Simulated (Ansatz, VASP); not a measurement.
One calculation of SiC, two programs

```
CELL_PARAMETERS angstrom
0.00000 2.16453 2.16453
2.16453 0.00000 2.16453
2.16453 2.16453 0.00000
ATOMIC_POSITIONS crystal
Si 0.00000 0.00000 0.00000
C 0.25000 0.25000 0.25000
```

Alike in both runs: task single point; functional LDA; k mesh 12 × 12 × 12; occupations gaussian, width 0.02 eV; no spin polarisation.

|  | VASP | Ansatz |
| --- | --- | --- |
| version | VASP 6.6.1 | Ansatz 0.2.0 |
| potentials or method | VASP PAW LDA potentials, release 64 (Si, C), cutoff 600 eV | scalar-relativistic, plane waves, PAW |
| valence electrons in the cell | 8 | 8 |

|  | VASP | Ansatz | Ansatz less VASP |
| --- | --- | --- | --- |
| gap on the k mesh at the Fermi level (eV) | 1.29 | 1.30 | +0.013 |
| least direct gap on the mesh (eV) | 4.52 | 4.54 | +0.017 |
| pressure (GPa) | 0.2 | 0.0 | -0.24 |

Ansatz warns that its potentials were made for another functional, while VASP's fit it. LDA's correlation is that of Perdew and Zunger in VASP and of Perdew and Wang (1992) in Ansatz.
